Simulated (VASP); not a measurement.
# SnO2 (R3m) in VASP: notebook

SnO2 is run at these levels: LDA; tasks: single point.

All numbers are computed with VASP 6.6.1; they aren't measurements. Logs are shortened: lines on timing, memory, paths and dates and some standing lists are left out, and cuts for length are marked.

## Step 1: The cell of the first run

Symmetry: R3m, No. 160, trigonal system. Conventional cell: a = 6.416 Å, b = 6.416 Å, c = 12.244 Å, α = 90.00°, β = 90.00°, γ = 120.00°. Sn (site symmetry 3m) has 6 O at 2.01 to 2.18 Å within 2.7 Å. Sn (site symmetry m) has 6 O at 2.09 Å within 2.8 Å. O (site symmetry 3m) has 4 Sn at 2.09 to 2.94 Å and 6 O at 2.67 to 2.84 Å within 3.0 Å. Within 2.9 Å of O (site symmetry m) lie 3 Sn at 2.09 to 2.18 Å and 6 O at 2.67 to 2.84 Å. O (site symmetry 3m) has 3 Sn at 2.09 Å and 6 O at 2.67 to 2.84 Å within 2.9 Å. O (site symmetry m) has 3 Sn at 2.01 to 2.09 Å and 3 O at 2.67 Å within 2.7 Å.

## Step 2: Single point, LDA (atom 1 (Sn) moved -0.180 Å along Cartesian [0 0 1])

Input file INCAR:

```
SYSTEM = SnO2
PREC = Accurate ; ENCUT = 520
EDIFF = 1E-6 ; ISMEAR = 0
SIGMA = 0.05 ; LREAL = .FALSE.
LASPH = .TRUE. ; NELM = 100
ALGO = Normal ; ISIF = 2
LWAVE = .FALSE. ; LCHARG = .FALSE.
GGA = CA ; NBANDS = 64
```

Input file KPOINTS:

```
regular mesh
0
G
  6 6 6
  0 0 0
```

Input file POSCAR:

```
SnO2
1.0
   -3.2078313831     -1.8520423126      4.0813809037
    3.2078313831     -1.8520423126      4.0813809037
    0.0000000000      3.7040846251      4.0813809037
Sn O
4 8
Direct
    0.4852990933      0.4852990933      0.4852990933
    1.0000000000      1.0000000000      0.5000000000
    1.0000000000      0.5000000000      0.0000000000
    0.5000000000      1.0000000000      0.0000000000
    0.2451905456      0.2451905456      0.2451905456
    0.7451905456      0.7451905456      0.2451905456
    0.7451905456      0.2451905456      0.7451905456
    0.2451905456      0.7451905456      0.7451905456
    0.7548094544      0.7548094544      0.7548094544
    0.2548094544      0.2548094544      0.7548094544
    0.2548094544      0.7548094544      0.2548094544
    0.7548094544      0.2548094544      0.2548094544
```

Potentials or basis: VASP PAW LDA potentials, release 64 (Sn_d, O).

Run with:

```bash
$ cat potpaw_LDA.64/Sn_d/POTCAR potpaw_LDA.64/O/POTCAR > POTCAR
$ mpirun -np 1 vasp_std > vasp.out
```

OUTCAR:

```text
SYSTEM = SnO2
   PREC = Accurate
   ENCUT = 520
   EDIFF = 1E-6
   ISMEAR = 0
   LREAL = .FALSE.
   LASPH = .TRUE.
   NELM = 100
   ISIF = 2
   GGA = CA

 ion  position               nearest neighbor table
   1  0.485  0.485  0.485-  11 2.01  12 2.01  10 2.01   8 2.18   7 2.18   6 2.18   2 3.21   2 3.21
                             3 3.21   4 3.21   3 3.21   4 3.21
   2  0.000  0.000  0.500-   7 2.09   8 2.09  11 2.09  12 2.09   5 2.09   9 2.09   3 3.21   4 3.21
                             3 3.21   4 3.21   1 3.21   1 3.21
   3  0.000  0.500  0.000-   5 2.09   6 2.09   9 2.09  10 2.09   8 2.09  12 2.09   4 3.21   4 3.21
                             2 3.21   2 3.21   1 3.21   1 3.21
   4  0.500  0.000  0.000-   5 2.09   6 2.09   9 2.09  10 2.09   7 2.09  11 2.09   3 3.21   3 3.21
                             2 3.21   2 3.21   1 3.21   1 3.21
   5  0.245  0.245  0.245-   3 2.09   4 2.09   2 2.09
   6  0.745  0.745  0.245-   3 2.09   4 2.09   1 2.18
   7  0.745  0.245  0.745-   2 2.09   4 2.09   1 2.18
   8  0.245  0.745  0.745-   2 2.09   3 2.09   1 2.18
   9  0.755  0.755  0.755-   3 2.09   4 2.09   2 2.09
  10  0.255  0.255  0.755-   1 2.01   3 2.09   4 2.09
  11  0.255  0.755  0.255-   1 2.01   2 2.09   4 2.09
  12  0.755  0.255  0.255-   1 2.01   2 2.09   3 2.09

  LATTYP: Found a trigonal (rhomboedric) cell.
 ALAT       =     5.5116161869
 COS(alpha) =     0.3225221110

  Lattice vectors:

 A1 = (  -3.2078313831,  -1.8520423126,   4.0813809037)
 A2 = (   3.2078313831,  -1.8520423126,   4.0813809037)
 A3 = (   0.0000000000,   3.7040846251,   4.0813809037)

Analysis of symmetry for initial positions (statically):
=====================================================================
 Subroutine PRICEL returns:
 Original cell was already a primitive cell.

 Routine SETGRP: Setting up the symmetry group for a
 trigonal (rhombohedral) supercell.

 Subroutine GETGRP returns: Found  6 space group operations
 (whereof  6 operations were pure point group operations)
 out of a pool of 12 trial point group operations.

The static configuration has the point symmetry C_3v.

Analysis of symmetry for dynamics (positions and initial velocities):
=====================================================================
 Subroutine PRICEL returns:
 Original cell was already a primitive cell.

 Routine SETGRP: Setting up the symmetry group for a
 trigonal (rhombohedral) supercell.

 Subroutine GETGRP returns: Found  6 space group operations
 (whereof  6 operations were pure point group operations)
 out of a pool of 12 trial point group operations.

The dynamic configuration has the point symmetry C_3v.

 Subroutine INISYM returns: Found  6 space group operations
 (whereof  6 operations are pure point group operations),
 and found     1 'primitive' translations

----------------------------------------------------------------------------------------

                                     Primitive cell

  volume of cell :     145.4859

  direct lattice vectors                    reciprocal lattice vectors
    -3.207831383 -1.852042313  4.081380904    -0.155868542 -0.089990745  0.081671704
     3.207831383 -1.852042313  4.081380904     0.155868542 -0.089990745  0.081671704
     0.000000000  3.704084625  4.081380904     0.000000000  0.179981489  0.081671704

  length of vectors
     5.511616187  5.511616187  5.511616187     0.197645146  0.197645146  0.197645146

  position of ions in fractional coordinates (direct lattice)
     0.485299093  0.485299093  0.485299093
     0.000000000  0.000000000  0.500000000
     0.000000000  0.500000000  0.000000000
     0.500000000  0.000000000  0.000000000
     0.245190546  0.245190546  0.245190546
     0.745190546  0.745190546  0.245190546
     0.745190546  0.245190546  0.745190546
     0.245190546  0.745190546  0.745190546
     0.754809454  0.754809454  0.754809454
     0.254809454  0.254809454  0.754809454
     0.254809454  0.754809454  0.254809454
     0.754809454  0.254809454  0.254809454

  ion indices of the primitive-cell ions
   primitive index   ion index
                 1           1
                 2           2
                 3           3
                 4           4
                 5           5
                 6           6
                 7           7
                 8           8
                 9           9
                10          10
                11          11
                12          12

----------------------------------------------------------------------------------------

 KPOINTS: regular mesh

Automatic generation of k-mesh.
 Grid dimensions read from file:
 generate k-points for:    6    6    6

 Generating k-lattice:

  Cartesian coordinates                     Fractional coordinates (reciprocal lattice)
    -0.025978090 -0.014998457  0.013611951     0.166666667 -0.000000000 -0.000000000
     0.025978090 -0.014998457  0.013611951    -0.000000000  0.166666667 -0.000000000
     0.000000000  0.029996915  0.013611951    -0.000000000 -0.000000000  0.166666667

  Length of vectors
     0.032940858  0.032940858  0.032940858

  Shift w.r.t. Gamma in fractional coordinates (k-lattice)
     0.000000000  0.000000000  0.000000000

 Subroutine IBZKPT returns following result:
 ===========================================

 Found     32 irreducible k-points:

 Following reciprocal coordinates:
            Coordinates               Weight
  0.000000  0.000000  0.000000      1.000000
  0.166667 -0.000000  0.000000      6.000000
  0.333333 -0.000000  0.000000      6.000000
  0.500000 -0.000000  0.000000      3.000000
  0.166667  0.166667 -0.000000      6.000000
  0.333333  0.166667  0.000000     12.000000
[... 16 lines left out ...]
  0.500000  0.500000  0.166667      6.000000
 -0.333333  0.500000  0.166667     12.000000
 [... further k-points ...]
   k-points           NKPTS =     32   k-points in BZ     NKDIM =     32   number of bands    NBANDS=     64
   number of dos      NEDOS =    301   number of ions     NIONS =     12
   total plane-waves  NPLWV =  74088
   dimension x,y,z NGX =    42 NGY =   42 NGZ =   42
   dimension x,y,z NGXF=    84 NGYF=   84 NGZF=   84
   ions per type =               4   8
   NGX,Y,Z   is equivalent  to a cutoff of  12.67, 12.67, 12.67 a.u.
   NGXF,Y,Z  is equivalent  to a cutoff of  25.34, 25.34, 25.34 a.u.
 SYSTEM =  SnO2
   PREC   = accura    normal or accurate (medium, high low for compatibility)
   ISTART =      0    job   : 0-new  1-cont  2-samecut
   ICHARG =      2    charge: 1-file 2-atom 10-const
   ISPIN  =      1    spin polarized calculation?
   LNONCOLLINEAR =      F non collinear calculations
   LSORBIT =      F    spin-orbit coupling
   LASPH  =      T    aspherical Exc in radial PAW
   ENCUT  =  520.0 eV  38.22 Ry    6.18 a.u.  10.25 10.25 10.25*2*pi/ulx,y,z
   NELM   =    100;   NELMIN=  2; NELMDL= -5     # of ELM steps
   EDIFF  = 0.1E-05   stopping-criterion for ELM
   LREAL  =      F    real-space projection
   EDIFFG = 0.1E-04   stopping-criterion for IOM
   NSW    =      0    number of steps for IOM
   IBRION =     -1    ionic relax: 0-MD 1-quasi-New 2-CG
   NFREE  =      0    steps in history (QN), initial steepest desc. (CG)
   ISIF   =      2    stress and relaxation
   ISYM   =      2    0-nonsym 1-usesym 2-fastsym
   POTIM  = 0.5000    time-step for ionic-motion
   TEBEG  =    0.0;   TEEND  =   0.0 temperature during run
   PSTRESS=    0.0 pullay stress
   NELECT =     104.0000    total number of electrons
   NUPDOWN=      -1.0000    fix difference up-down
   EMIN   =  10.00;   EMAX   =-10.00  energy-range for DOS
   EFERMI =   0.00;   METHOD = LEGACY
   ISMEAR =     0;   SIGMA  =   0.05  broadening in eV -4-tet -1-fermi 0-gaus
   EFERMI_NEDOS =   21; number of points for ismear=-14 and -15
   IALGO  =     38    algorithm
   IMIX   =      4    mixing-type and parameters
     AMIX     =   0.40;   BMIX     =  1.00
     AMIX_MAG =   1.60;   BMIX_MAG =  1.00
  volume/ion in A,a.u.               =      12.12        81.82
  Fermi-wavevector in a.u.,A,eV,Ry     =   1.463791  2.766163 29.152978  2.142683
  Thomas-Fermi vector in A             =   2.579844
   LORBIT       =      0    0 simple, 1 ext, 2 COOP (PROOUT), +10 PAW based schemes
   GGA     = CA    functional components
   LHFCALC =     F    Hartree Fock is set to
   AEXX    =    0.0000 exact exchange contribution
   IVDW    =     0    specifies the selected vdW correction
   LEPSILON=     F    determine dielectric tensor
   LRPA    =     F    only Hartree local field effects (RPA)
 non-spin polarized calculation
 Gauss-broadening in eV      SIGMA  =   0.05
  energy-cutoff  :      520.00
  volume of cell :      145.49
 maximum number of plane-waves:      3946
 NGX is ok and might be reduce to    42
   NGX = 21   NGY = 21   NGZ = 21

 number of electron     104.0000019 magnetization

 Free energy of the ion-electron system (eV)
  ---------------------------------------------------
  ext. energy  EPLUGINS =         0.00000000
  ---------------------------------------------------
  free energy    TOTEN  =       -82.06651254 eV

  energy without entropy =      -82.06651254  energy(sigma->0) =      -82.06651254

 E-fermi :   5.9069     XC(G=0): -11.6876

 val. band max:        5.6919258684   @ k =   0.0000   0.0000   0.0000
 cond. band min:       7.0472032775   @ k =   0.0000   0.0000   0.0000
 fundamental gap:      1.3552774092
 Fermi energy:         5.9068894865

 k-point     1 :       0.0000    0.0000    0.0000
  band No.  band energies     occupation
      1     -15.3807      2.00000
      2     -15.3807      2.00000
      3     -15.3645      2.00000
      4     -14.8074      2.00000
      5     -14.4865      2.00000
      6     -14.4865      2.00000
[... 1597 lines left out ...]
     63      15.0687      0.00000
     64      15.2329      0.00000

 [... further k-points ...]

------------------------ aborting loop because EDIFF is reached ----------------------------------------

  FORCE on cell =-STRESS in cart. coord.  units (eV):
  Direction    XX          YY          ZZ          XY          YZ          ZX
  --------------------------------------------------------------------------------------
  -------------------------------------------------------------------------------------
  Total        1.8361092      1.8361092     -0.0666705      0.0000000      0.0000000      0.0000000
  in kB       20.2203321     20.2203321     -0.7342152      0.0000000      0.0000000      0.0000000
  external PRESSURE =      13.2354830 kB  Pullay stress =       0.0000000 kB

 VOLUME and BASIS-vectors are now :
 -----------------------------------------------------------------------------
  energy-cutoff  :      520.00
  volume of cell :      145.49
      direct lattice vectors                 reciprocal lattice vectors
    -3.207831383 -1.852042313  4.081380904    -0.155868542 -0.089990745  0.081671704
     3.207831383 -1.852042313  4.081380904     0.155868542 -0.089990745  0.081671704
     0.000000000  3.704084625  4.081380904     0.000000000  0.179981489  0.081671704

 POSITION                                       TOTAL-FORCE (eV/Angst)
 -----------------------------------------------------------------------------------
      0.00000     -0.00000      5.94207        -0.000000     -0.000000      1.907136
      0.00000      1.85204      2.04069        -0.000000      0.669229      0.270252
      1.60392     -0.92602      2.04069         0.579569     -0.334615      0.270252
     -1.60392     -0.92602      2.04069        -0.579569     -0.334615      0.270252
      0.00000     -0.00000      3.00215        -0.000000     -0.000000      0.102818
      0.00000     -1.85204      7.08353        -0.000000      0.355999     -0.373067
     -1.60392      0.92602      7.08353         0.308304     -0.178000     -0.373067
      1.60392      0.92602      7.08353        -0.308304     -0.178000     -0.373067
      0.00000     -0.00000      9.24199        -0.000000      0.000000     -0.111047
      0.00000      1.85204      5.16061        -0.000000      0.631919     -0.530153
      1.60392     -0.92602      5.16061         0.547258     -0.315959     -0.530153
     -1.60392     -0.92602      5.16061        -0.547258     -0.315959     -0.530153
 -----------------------------------------------------------------------------------
    total drift:                                0.000000     -0.000000      0.000515

  FREE ENERGIE OF THE ION-ELECTRON SYSTEM (eV)
  ---------------------------------------------------
  free  energy   TOTEN  =       -82.0665125417 eV

  energy  without entropy=      -82.0665125417  energy(sigma->0) =      -82.06651254
```

It took 3.8 min on 1 thread of Intel Xeon Platinum 8488C (Sapphire Rapids), shared host; peak memory 0.34 GiB.

Results:

| Quantity | Value |
| --- | --- |
| Free energy | -82.0665 eV |
| Pressure | 1.3 GPa |
| Largest force | 1.907 eV/Å |
| Band gap on the k mesh | 1.36 eV |

Forces in eV/Å, atoms in the order of the input:
```
Sn   0.000  0.000  1.907
Sn   0.000  0.669  0.270
Sn   0.580 -0.335  0.270
Sn  -0.580 -0.335  0.270
O    0.000  0.000  0.103
O    0.000  0.356 -0.373
O    0.308 -0.178 -0.373
O   -0.308 -0.178 -0.373
O    0.000  0.000 -0.111
O    0.000  0.632 -0.530
O    0.547 -0.316 -0.530
O   -0.547 -0.316 -0.530
```

Stress tensor (GPa, compression positive):
```
 2.02  0.00  0.00
 0.00  2.02  0.00
 0.00  0.00 -0.07
```

Levels at points of the mesh, in eV from the valence-band top:
```csv
k point,band 49,band 50,band 51,band 52,band 53,band 54,band 55,band 56
"(0.00, 0.00, 0.00)",-0.39,-0.20,-0.20,0.00,1.36,4.55,4.55,4.56
"(0.50, 0.00, 0.00)",-0.59,-0.47,-0.32,-0.10,3.94,4.02,5.51,5.52
"(0.50, 0.50, 0.00)",-0.98,-0.80,-0.37,-0.26,4.45,4.53,5.50,5.51
"(0.50, 0.50, 0.50)",-1.36,-1.29,-1.21,-1.21,3.59,5.29,5.30,5.30
```

Caveat: the cell differs from its parent crystal (atom 1 (Sn) moved -0.180 Å along Cartesian [0 0 1]); spin-orbit coupling is left out, which moves the levels of the heavy elements; forces of over 1 eV/Å act on the atoms, so gaps and moduli don't describe the material at rest.

(Part 1 of 2 ends here.)
